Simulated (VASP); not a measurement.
The system is HgTe.

```
CELL_PARAMETERS angstrom
0.00000 3.28920 3.28920
3.28920 0.00000 3.28920
3.28920 3.28920 0.00000
ATOMIC_POSITIONS crystal
Hg 0.00000 0.00000 0.00000
Te 0.25000 0.25000 0.25000
```

Base run:

* Program: VASP 6.6.1
* Functional: PBE-based screened hybrid with 40 % exact exchange
* Potentials or basis: VASP PAW PBE potentials, release 64 (Hg, Te)
* Cutoff: 520 eV
* k mesh: 4 × 4 × 4
* Occupations: fermi-dirac, width 0.02 eV
* Spin: no spin polarisation

Its results: band gap on the k mesh 0.74 eV; pressure -1.4 GPa.

Question: The run is repeated on the same cell with these changes: functional from PBE-based screened hybrid with 40 % exact exchange to PBEsol. What comes out?

Answer: Band gap on the k mesh zero (filled and empty bands touch); pressure -0.7 GPa.

Caveats: some runs use coarse meshes; the PAW data sets were made with another functional, which shifts forces and pressure a little; spin-orbit coupling is left out, which moves the levels of the heavy elements; semilocal functionals underestimate gaps, and a narrow one can read as zero (at least some runs).

